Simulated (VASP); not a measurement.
A run of VASP 6.6.1:

File INCAR:

```
  ALGO = Normal
  EDIFF = 1E-6
  ENCUT = 520
  GGA = PE
  ISIF = 2
  ISMEAR = 0
  LASPH = T
  LCHARG = F
  LREAL = F
  LWAVE = F
  NBANDS = 23
  NELM = 60
  PREC = Accurate
  SIGMA = 0.01
```

File KPOINTS:

```
k-points
0
Gamma
  8 8 8
```

POSCAR

```
CaB6
1.0
    4.1058333022      0.0000000000      0.0000000000
    0.0000000000      4.1058333022      0.0000000000
    0.0000000000      0.0000000000      4.1058333022
Ca B
1 6
Direct
    0.5000000000      0.5000000000      0.5000000000
    0.0000000000      0.0000000000      0.2987399726
    0.0000000000      0.0000000000      0.7012600274
    0.2987399726      0.0000000000      0.0000000000
    0.7012600274      0.0000000000      0.0000000000
    0.0000000000      0.2987399726      0.0000000000
    0.0000000000      0.7012600274      0.0000000000
```

Potentials or basis: VASP PAW PBE potentials, release 64 (Ca_sv, B).

Run with:

```sh
$ cat potpaw_PBE.64/Ca_sv/POTCAR potpaw_PBE.64/B/POTCAR > POTCAR
$ mpirun -np 1 vasp_std > vasp.out
```

Hardware: 1 thread of AMD EPYC 9R45 96-Core Processor (Zen 5), on a shared host.

**Question.** How long does it take, and how much memory?

**Answer.** It took 28 s on 1 thread of AMD EPYC 9R45 96-Core Processor (Zen 5) (shared host), peak memory 0.17 GiB. Counts: scf iterations 15, k points 35.
